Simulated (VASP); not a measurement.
Here is a VASP 6.6.1 calculation.

The input INCAR:

```
PREC     = Accurate       # precision mode
ENCUT    = 500            # plane-wave cutoff, eV
EDIFF    = 1E-6           # SCF threshold, eV
ISMEAR   = -1             # smearing method
SIGMA    = 0.05           # smearing width, eV
LREAL    = F              # projectors in reciprocal space
LASPH    = T              # aspherical terms in the spheres
NELM     = 120            # most SCF steps
ALGO     = Normal         # electronic algorithm
ISIF     = 2              # what is computed and relaxed
LWAVE    = F              # write WAVECAR
LCHARG   = F              # write CHGCAR
NBANDS   = 10             # bands
GGA_COMPAT= F
```

File KPOINTS:

```
Automatic mesh
0
Gamma
  9 9 9
```

The input POSCAR:

```
K
1.0
    3.9691523844      0.0000000000      0.0000000000
    0.0000000000      3.9691523844      0.0000000000
    0.0000000000      0.0000000000      3.9691523844
K
1
Direct
    0.0000000000      0.0000000000      0.0000000000
```

Potentials or basis: VASP PAW LDA potentials, release 64 (K_sv).

Launch:

```console
$ cat potpaw_LDA.64/K_sv/POTCAR > POTCAR
$ mpirun -np 1 vasp_std > vasp.out
```

(1) Predict the pressure.

(2) What does it give for the band gap on the k mesh?

## Answers

(1) 0.4 GPa.

(2) zero (an odd number of electrons rules out a gap without spin polarisation).
